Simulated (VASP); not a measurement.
Cd2S, 6 atoms in the cell. The structure is tetragonal, space group P-4m2 (No. 115). The conventional cell has a = 4.144 Å, b = 4.144 Å, c = 9.215 Å, α = 90.00°, β = 90.00°, γ = 90.00°. Cd (site symmetry 2mm) has 2 S at 2.64 Å and 5 Cd at 2.82 to 3.25 Å within 3.5 Å. Cd (site symmetry -4m2) has 4 S at 2.59 Å within 3.4 Å. Within 4.3 Å of Cd (site symmetry -4m2) lie 12 Cd at 3.25 to 4.14 Å and 4 S at 3.68 Å. S (site symmetry 2mm) has 4 Cd at 2.59 to 2.64 Å within 3.4 Å.  This cell differs from its parent crystal: volume scaled by 1.03.

* Program: VASP 6.6.1
* Task: relaxation of shape and atoms at fixed volume
* Functional: PBE
* Potentials or basis: VASP PAW PBE potentials, release 64 (Cd, S)
* Cutoff: 600 eV
* k mesh: 8 × 8 × 4
* Occupations: gaussian, width 0.1 eV
* Spin: no spin polarisation
* Dipole correction: no
* Further INCAR settings: ALGO = Normal; EDIFF = 1e-06; IBRION = 2; EDIFFG = -0.01; NSW = 50; ISIF = 4

Potentials or basis: VASP PAW PBE potentials, release 64 (Cd, S).

The run is started by

```bash
$ cat potpaw_PBE.64/Cd/POTCAR potpaw_PBE.64/S/POTCAR > POTCAR
$ mpirun -np 1 vasp_std > vasp.out
```

Hardware: 1 thread of Intel(R) Xeon(R) Platinum 8259CL CPU @ 2.50GHz (Skylake/Cascade Lake) (shared host).

Estimate the wall time of this run.

Run time: 16 min on 1 thread of Intel(R) Xeon(R) Platinum 8259CL CPU @ 2.50GHz (Skylake/Cascade Lake), with other jobs on the host, peak memory 0.48 GiB. Counts: scf iterations 48, k points 45, ion steps 8.
